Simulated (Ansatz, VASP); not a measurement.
**One calculation of PbSe, two programs**

Contents of POSCAR:

```
PbSe
1.0
    0.0000000000      3.0606500000      3.0606500000
    3.0606500000      0.0000000000      3.0606500000
    3.0606500000      3.0606500000      0.0000000000
Pb Se
1 1
Direct
    0.0000000000      0.0000000000      0.0000000000
    0.5000000000      0.5000000000      0.5000000000
```

Contents of INCAR.step1:

```
  PREC = Accurate
  ENCUT = 520
  EDIFF = 1E-5
  ISMEAR = -1
  SIGMA = 0.05
  LREAL = False
  LASPH = True
  NELM = 80
  ALGO = Normal
  ISIF = 2
  LWAVE = True
  LCHARG = False
  GGA = PE
  NBANDS = 17
```

The input INCAR.step2:

```
  PREC = Accurate
  ENCUT = 520
  EDIFF = 1E-7
  ISMEAR = -1
  SIGMA = 0.05
  LREAL = False
  LASPH = True
  NELM = 80
  ALGO = Normal
  ISIF = 2
  LWAVE = False
  LCHARG = False
  METAGGA = R2SCAN
  LHFCALC = True
  AEXX = 0.35
  LMIXTAU = True
  PRECFOCK = Normal
  ISTART = 1
  NBANDS = 17
```

KPOINTS

```
Automatic mesh
0
Gamma
  4 4 4
```

input.yaml

```yaml
crystal:
  lattice:
    - [0.0, 3.06065, 3.06065]
    - [3.06065, 0.0, 3.06065]
    - [3.06065, 3.06065, 0.0]
  atoms:
    - { symbol: Pb, position: [0.0, 0.0, 0.0] }
    - { symbol: Se, position: [0.5, 0.5, 0.5] }
hamiltonian:
  xc: { exchange: r2scan, correlation: r2scan, exx: { coeff: 0.35 } }
  pseudopotentials: { kind: paw }
kpoints:
  mp_grid: { grid: [4, 4, 4] }
scf:
  occupations: { method: fermi_dirac, width: 0.05 }
output:
  forces: true
  stress: true
  eigenvalues: true
```

Alike in both runs: task single point; functional r2SCAN-based global hybrid; k mesh 4 × 4 × 4; occupations fermi-dirac, width 0.05 eV; no spin polarisation.

|  | VASP | Ansatz |
| --- | --- | --- |
| version | VASP 6.6.1 | Ansatz 0.2.0 |
| potentials or method | VASP PAW PBE potentials, release 64 (Pb_d, Se) | Ansatz PAW |
| plane-wave cutoff (eV) | 520 | 500 |
| valence electrons in the cell | 20 | 30 |

```tsv
	VASP	Ansatz	Ansatz less VASP
gap on the k mesh at the Fermi level (eV)	1.99	1.89	-0.100
least direct gap on the mesh (eV)	1.99	1.89	-0.100
pressure (GPa)	0.6	0.9	+0.33
```

VASP's potentials were made for PBE, not for r2SCAN-based global hybrid. VASP's potentials hold 20 valence electrons a cell and Ansatz's 30, so a difference there can come from the potentials and not from the codes.

The k mesh is coarse, so the values compare programs but aren't converged. Spin-orbit coupling is off throughout.
